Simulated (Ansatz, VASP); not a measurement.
One calculation of Si8N, two programs

```xyz
9
Lattice="7.9262 0.0000 0.0000 -3.9631 6.8643 0.0000 0.0000 0.0000 2.9807" Properties=species:S:1:pos:R:3 pbc="T T T"
Si    5.9642    1.1327    0.0000
Si    3.9631    4.5988    0.0000
Si    1.9619    1.1327    0.0000
Si   -2.0011    5.7315    0.0000
Si    0.0000    2.2655    0.0000
Si    2.0011    5.7315    0.0000
Si    0.0000    4.5762    0.0000
Si    3.9631    2.2881    0.0000
N     0.0000    0.0000    1.4904
```

Alike in both runs: functional PBE; k mesh 6 × 6 × 4; occupations gaussian, width 0.1 eV; no spin polarisation.

Ansatz relaxed the structure, and its values are those at the end. VASP's run is a single point on that final structure, the one shown.

|  | VASP | Ansatz |
| --- | --- | --- |
| version | VASP 6.6.1 | Ansatz 0.2.0 |
| potentials or method | VASP PAW PBE potentials, release 64 (Si, N), cutoff 520 eV | scalar-relativistic, plane waves, PAW |
| valence electrons in the cell | 37 | 37 |

|  | VASP | Ansatz | Ansatz less VASP |
| --- | --- | --- | --- |
| gap on the k mesh at the Fermi level (eV) | none | none | - |
| pressure (GPa) | -0.1 | 0.0 | +0.09 |
| rms of the force components (eV/Å) | 0.006 | 0.005 | -0.0006 |

A gap of «none» marks a metal or a gap that the smearing closes. The functional is the same, so the differences come from potentials, cutoffs and numerics.

The k mesh is coarse, so the values compare programs but aren't converged.
